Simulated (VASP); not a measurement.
# K2As2Pb (Ibam) in VASP: single point with PBE

Aim: the single point of K2As2Pb with PBE.

All numbers are computed with VASP 6.6.1; they aren't measurements. Logs are shortened: lines on timing, memory, paths and dates and some standing lists are left out, and cuts for length are marked.

## 1. The cell of the first run

The structure is orthorhombic, space group Ibam (No. 72). The conventional cell has a = 7.359 Å, b = 13.919 Å, c = 6.857 Å, α = 90.00°, β = 90.00°, γ = 90.00°. Within 4.8 Å of K (site symmetry m) lie 6 As at 3.52 to 3.80 Å and 2 Pb at 3.62 Å and 7 K at 4.18 to 4.71 Å. Pb (site symmetry 222) has 4 As at 2.57 Å and 2 Pb at 3.43 Å and 4 K at 3.62 Å within 3.7 Å. As (site symmetry m) has 2 Pb at 2.57 Å and 6 K at 3.52 to 3.80 Å and 1 As at 3.84 Å within 3.9 Å.

## 2. Single point, PBE

INCAR

```
PREC = Accurate
ENCUT = 520
EDIFF = 1E-7
ISMEAR = 0
SIGMA = 0.0148
LREAL = F
LASPH = T
NELM = 60
ALGO = Normal
ISIF = 2
LWAVE = F
LCHARG = F
GGA = PE
NBANDS = 53
```

KPOINTS

```
regular mesh
0
Gamma
  5 5 5
```

POSCAR

```
K2As2Pb
1.0
    0.0000000000      0.0000000000      6.8567590000
    6.9593800000     -3.6796960000      3.4283800000
    6.9593800000      3.6796960000     -3.4283800000
K Pb As
4 2 4
Direct
    0.3370000000      0.0186000000      0.6926000000
    0.6630000000      0.9814000000      0.3074000000
    0.1630000000      0.6926000000      0.0186000000
    0.8370000000      0.3074000000      0.9814000000
    0.2500000000      0.5000000000      0.5000000000
    0.7500000000      0.5000000000      0.5000000000
    0.3269000000      0.7761000000      0.4299000000
    0.6731000000      0.2239000000      0.5701000000
    0.1731000000      0.4299000000      0.7761000000
    0.8269000000      0.5701000000      0.2239000000
```

Potentials or basis: VASP PAW PBE potentials, release 64 (K_sv, Pb_d, As).

Run with:

```sh
> cat potpaw_PBE.64/K_sv/POTCAR potpaw_PBE.64/Pb_d/POTCAR potpaw_PBE.64/As/POTCAR > POTCAR
> mpirun -np 1 vasp_std > vasp.out
```

OUTCAR:

```text
PREC = Accurate
   ENCUT = 520
   EDIFF = 1E-7
   ISMEAR = 0
   LREAL = F
   LASPH = T
   NELM = 60
   ISIF = 2
   GGA = PE

 ion  position               nearest neighbor table
   1  0.337  0.019  0.693-   6 3.62   5 3.62
   2  0.663  0.981  0.307-   5 3.62   6 3.62
   3  0.163  0.693  0.019-   6 3.62   5 3.62
   4  0.837  0.307  0.981-   5 3.62   6 3.62
   5  0.250  0.500  0.500-   8 2.57  10 2.57   9 2.57   7 2.57   6 3.43   6 3.43   2 3.62   4 3.62
                             3 3.62   1 3.62
   6  0.750  0.500  0.500-   7 2.57   9 2.57   8 2.57  10 2.57   5 3.43   5 3.43   3 3.62   1 3.62
                             4 3.62   2 3.62
   7  0.327  0.776  0.430-   6 2.57   5 2.57
   8  0.673  0.224  0.570-   5 2.57   6 2.57
   9  0.173  0.430  0.776-   6 2.57   5 2.57
  10  0.827  0.570  0.224-   5 2.57   6 2.57

  LATTYP: Found a body centered orthorhombic cell.
 ALAT       =     6.8567590000
 B/A-ratio  =     1.0733047494
 C/A-ratio  =     2.0299328006

  Lattice vectors:

 A1 = (  -6.9593800000,  -3.6796960000,   3.4283800000)
 A2 = (  -6.9593800000,   3.6796960000,  -3.4283800000)
 A3 = (   6.9593800000,  -3.6796960000,  -3.4283790000)

Analysis of symmetry for initial positions (statically):
=====================================================================
 Subroutine PRICEL returns:
 Original cell was already a primitive cell.

 Routine SETGRP: Setting up the symmetry group for a
 body centered orthorhombic supercell.

 Subroutine GETGRP returns: Found  8 space group operations
 (whereof  4 operations were pure point group operations)
 out of a pool of  8 trial point group operations.

The static configuration has the point symmetry C_2h.
 The point group associated with its full space group is D_2h.

Analysis of symmetry for dynamics (positions and initial velocities):
=====================================================================
 Subroutine PRICEL returns:
 Original cell was already a primitive cell.

 Routine SETGRP: Setting up the symmetry group for a
 body centered orthorhombic supercell.

 Subroutine GETGRP returns: Found  8 space group operations
 (whereof  4 operations were pure point group operations)
 out of a pool of  8 trial point group operations.

The dynamic configuration has the point symmetry C_2h.
 The point group associated with its full space group is D_2h.

 Subroutine INISYM returns: Found  8 space group operations
 (whereof  4 operations are pure point group operations),
 and found     1 'primitive' translations

----------------------------------------------------------------------------------------

                                     Primitive cell

  volume of cell :     351.1813

  direct lattice vectors                    reciprocal lattice vectors
     0.000000000  0.000000000  6.856759000     0.000000000  0.135880810  0.145841497
     6.959380000 -3.679696000  3.428380000     0.071845480 -0.135880790  0.000000000
     6.959380000  3.679696000 -3.428380000     0.071845480  0.135880790  0.000000000

  length of vectors
     6.856759000  8.586438264  8.586438264     0.199332227  0.153705440  0.153705440

  position of ions in fractional coordinates (direct lattice)
     0.337000000  0.018600000  0.692600000
     0.663000000  0.981400000  0.307400000
     0.163000000  0.692600000  0.018600000
     0.837000000  0.307400000  0.981400000
     0.250000000  0.500000000  0.500000000
     0.750000000  0.500000000  0.500000000
     0.326900000  0.776100000  0.429900000
     0.673100000  0.223900000  0.570100000
     0.173100000  0.429900000  0.776100000
     0.826900000  0.570100000  0.223900000

  ion indices of the primitive-cell ions
   primitive index   ion index
                 1           1
                 2           2
                 3           3
                 4           4
                 5           5
                 6           6
                 7           7
                 8           8
                 9           9
                10          10

----------------------------------------------------------------------------------------

 KPOINTS: regular mesh

Automatic generation of k-mesh.
 Grid dimensions read from file:
 generate k-points for:    5    5    5

 Generating k-lattice:

  Cartesian coordinates                     Fractional coordinates (reciprocal lattice)
     0.000000000  0.027176162  0.029168299     0.200000000  0.000000000 -0.000000000
     0.014369096 -0.027176158  0.000000000     0.000000000  0.200000000 -0.000000000
     0.014369096  0.027176158  0.000000000     0.000000000 -0.000000000  0.200000000

  Length of vectors
     0.039866445  0.030741088  0.030741088

  Shift w.r.t. Gamma in fractional coordinates (k-lattice)
     0.000000000  0.000000000  0.000000000

 Subroutine IBZKPT returns following result:
 ===========================================

 Found     27 irreducible k-points:

 Following reciprocal coordinates:
            Coordinates               Weight
  0.000000  0.000000  0.000000      1.000000
  0.200000  0.000000  0.000000      4.000000
  0.400000 -0.000000  0.000000      4.000000
  0.000000  0.200000 -0.000000      4.000000
  0.200000  0.200000 -0.000000      4.000000
  0.400000  0.200000  0.000000      8.000000
[... 16 lines left out ...]
  0.400000 -0.200000  0.200000      4.000000
 -0.400000 -0.200000  0.200000      2.000000
 [... further k-points ...]
   k-points           NKPTS =     27   k-points in BZ     NKDIM =     27   number of bands    NBANDS=     53
   number of dos      NEDOS =    301   number of ions     NIONS =     10
   total plane-waves  NPLWV = 221184
   dimension x,y,z NGX =    54 NGY =   64 NGZ =   64
   dimension x,y,z NGXF=   108 NGYF=  128 NGZF=  128
   ions per type =               4   2   4
   NGX,Y,Z   is equivalent  to a cutoff of  13.09, 12.39, 12.39 a.u.
   NGXF,Y,Z  is equivalent  to a cutoff of  26.19, 24.78, 24.78 a.u.
 SYSTEM =  unknown system
   PREC   = accura    normal or accurate (medium, high low for compatibility)
   ISTART =      0    job   : 0-new  1-cont  2-samecut
   ICHARG =      2    charge: 1-file 2-atom 10-const
   ISPIN  =      1    spin polarized calculation?
   LNONCOLLINEAR =      F non collinear calculations
   LSORBIT =      F    spin-orbit coupling
   LASPH  =      T    aspherical Exc in radial PAW
   ENCUT  =  520.0 eV  38.22 Ry    6.18 a.u.  12.75 15.97 15.97*2*pi/ulx,y,z
   NELM   =     60;   NELMIN=  2; NELMDL= -5     # of ELM steps
   EDIFF  = 0.1E-06   stopping-criterion for ELM
   LREAL  =      F    real-space projection
   EDIFFG = 0.1E-05   stopping-criterion for IOM
   NSW    =      0    number of steps for IOM
   IBRION =     -1    ionic relax: 0-MD 1-quasi-New 2-CG
   NFREE  =      0    steps in history (QN), initial steepest desc. (CG)
   ISIF   =      2    stress and relaxation
   ISYM   =      2    0-nonsym 1-usesym 2-fastsym
   POTIM  = 0.5000    time-step for ionic-motion
   TEBEG  =    0.0;   TEEND  =   0.0 temperature during run
   PSTRESS=    0.0 pullay stress
   NELECT =      84.0000    total number of electrons
   NUPDOWN=      -1.0000    fix difference up-down
   EMIN   =  10.00;   EMAX   =-10.00  energy-range for DOS
   EFERMI =   0.00;   METHOD = LEGACY
   ISMEAR =     0;   SIGMA  =   0.01  broadening in eV -4-tet -1-fermi 0-gaus
   EFERMI_NEDOS =   21; number of points for ismear=-14 and -15
   IALGO  =     38    algorithm
   IMIX   =      4    mixing-type and parameters
     AMIX     =   0.40;   BMIX     =  1.00
     AMIX_MAG =   1.60;   BMIX_MAG =  1.00
  volume/ion in A,a.u.               =      35.12       236.99
  Fermi-wavevector in a.u.,A,eV,Ry     =   1.016227  1.920391 14.050977  1.032718
  Thomas-Fermi vector in A             =   2.149559
   LORBIT       =      0    0 simple, 1 ext, 2 COOP (PROOUT), +10 PAW based schemes
   GGA     = PE    functional components
   LHFCALC =     F    Hartree Fock is set to
   AEXX    =    0.0000 exact exchange contribution
   IVDW    =     0    specifies the selected vdW correction
   LEPSILON=     F    determine dielectric tensor
   LRPA    =     F    only Hartree local field effects (RPA)
 non-spin polarized calculation
 Gauss-broadening in eV      SIGMA  =   0.01
  energy-cutoff  :      520.00
  volume of cell :      351.18
 maximum number of plane-waves:      9500
 NGX is ok and might be reduce to    54
   NGX = 25   NGY = 31   NGZ = 31

 number of electron      84.0000005 magnetization

 Free energy of the ion-electron system (eV)
  ---------------------------------------------------
  ext. energy  EPLUGINS =         0.00000000
  ---------------------------------------------------
  free energy    TOTEN  =       -31.55300278 eV

  energy without entropy =      -31.55300278  energy(sigma->0) =      -31.55300278

 E-fermi :   1.8736     XC(G=0):  -7.7784

 val. band max:        1.7766134358   @ k =   0.0000   0.0000   0.0000
 cond. band min:       2.5581235891   @ k =   0.0000   0.0000   0.0000
 fundamental gap:      0.7815101533
 Fermi energy:         1.8735965574

 k-point     1 :       0.0000    0.0000    0.0000
  band No.  band energies     occupation
      1     -28.8965      2.00000
      2     -28.8929      2.00000
      3     -28.8888      2.00000
      4     -28.8883      2.00000
      5     -15.2097      2.00000
      6     -15.1721      2.00000
[... 45 lines left out ...]
     52       6.2959      0.00000
     53       6.3044      0.00000

 k-point     2 :       0.2000    0.0000    0.0000
  band No.  band energies     occupation
      1     -28.8955      2.00000
      2     -28.8927      2.00000
      3     -28.8893      2.00000
      4     -28.8890      2.00000
      5     -15.1917      2.00000
      6     -15.1574      2.00000
[... 45 lines left out ...]
     52       5.9912      0.00000
     53       6.5947      0.00000

 k-point     3 :       0.4000   -0.0000    0.0000
  band No.  band energies     occupation
      1     -28.8932      2.00000
      2     -28.8920      2.00000
      3     -28.8908      2.00000
      4     -28.8905      2.00000
      5     -15.1493      2.00000
      6     -15.1309      2.00000
[... 45 lines left out ...]
     52       6.1096      0.00000
     53       6.5567      0.00000
[... 1065 lines left out ...]
 k-point    23 :       0.4000   -0.2000    0.2000
  band No.  band energies     occupation
      1     -28.8929      2.00000
      2     -28.8923      2.00000
      3     -28.8913      2.00000
      4     -28.8900      2.00000
      5     -15.1492      2.00000
      6     -15.1312      2.00000
[... 45 lines left out ...]
     52       6.0125      0.00000
     53       6.5856      0.00000

 k-point    24 :      -0.4000   -0.2000    0.2000
  band No.  band energies     occupation
      1     -28.8938      2.00000
      2     -28.8913      2.00000
      3     -28.8908      2.00000
      4     -28.8906      2.00000
      5     -15.1491      2.00000
      6     -15.1309      2.00000
[... 45 lines left out ...]
     52       6.1867      0.00000
     53       6.3304      0.00000

 [... further k-points ...]

------------------------ aborting loop because EDIFF is reached ----------------------------------------

  FORCE on cell =-STRESS in cart. coord.  units (eV):
  Direction    XX          YY          ZZ          XY          YZ          ZX
  --------------------------------------------------------------------------------------
  -------------------------------------------------------------------------------------
  Total        7.9863175      6.6279072     15.5141956      0.0000000     -0.0000009      0.0000000
  in kB       36.4355878     30.2381789     70.7796599      0.0000000     -0.0000041      0.0000000
  external PRESSURE =      45.8178089 kB  Pullay stress =       0.0000000 kB

 VOLUME and BASIS-vectors are now :
 -----------------------------------------------------------------------------
  energy-cutoff  :      520.00
  volume of cell :      351.18
      direct lattice vectors                 reciprocal lattice vectors
     0.000000000  0.000000000  6.856759000     0.000000000  0.135880810  0.145841497
     6.959380000 -3.679696000  3.428380000     0.071845480 -0.135880790  0.000000000
     6.959380000  3.679696000 -3.428380000     0.071845480  0.135880790  0.000000000

 POSITION                                       TOTAL-FORCE (eV/Angst)
 -----------------------------------------------------------------------------------
      4.94951      2.48012     -0.00000        -0.054404      0.070748     -0.000000
      8.96925     -2.48012      6.85676         0.054404     -0.070748      0.000000
      4.94951     -2.48012      3.42838        -0.054404     -0.070748      0.000000
      8.96925      2.48012      3.42838         0.054404      0.070748     -0.000000
      6.95938      0.00000      1.71419        -0.000000      0.000000      0.000000
      6.95938      0.00000      5.14257         0.000000      0.000000      0.000000
      8.39301     -1.27391      3.42838         1.719362     -1.574656      0.000000
      5.52575      1.27391      3.42838        -1.719362      1.574656     -0.000000
      8.39301      1.27391     -0.00000         1.719362      1.574656     -0.000000
      5.52575     -1.27391      6.85676        -1.719362     -1.574656      0.000000
 -----------------------------------------------------------------------------------
    total drift:                                0.000000      0.000000      0.000000

  FREE ENERGIE OF THE ION-ELECTRON SYSTEM (eV)
  ---------------------------------------------------
  free  energy   TOTEN  =       -31.5530027832 eV

  energy  without entropy=      -31.5530027832  energy(sigma->0) =      -31.55300278
```

It took 25 min on 1 thread of Intel Xeon 8259CL, shared host; peak memory 0.78 GiB.

What came out:

```yaml
Free_energy: -31.5530 eV
Pressure: 4.6 GPa
Largest_force: 2.331 eV/Å
Band_gap_on_the_k_mesh: 0.78 eV
```

Forces on the atoms (eV/Å):
```
K   -0.054  0.071  0.000
K    0.054 -0.071  0.000
K   -0.054 -0.071  0.000
K    0.054  0.071  0.000
Pb   0.000  0.000  0.000
Pb   0.000  0.000  0.000
As   1.719 -1.575  0.000
As  -1.719  1.575  0.000
As   1.719  1.575  0.000
As  -1.719 -1.575  0.000
```

Stress tensor (GPa, compression positive):
```
3.64 0.00 0.00
0.00 3.02 0.00
0.00 0.00 7.08
```

Caveat: the cell stands under pressure; spin-orbit coupling is left out, which moves the levels of the heavy elements; an odd mesh through Γ misses points on the zone boundary, where band edges can lie; forces of over 1 eV/Å act on the atoms, so gaps and moduli don't describe the material at rest.
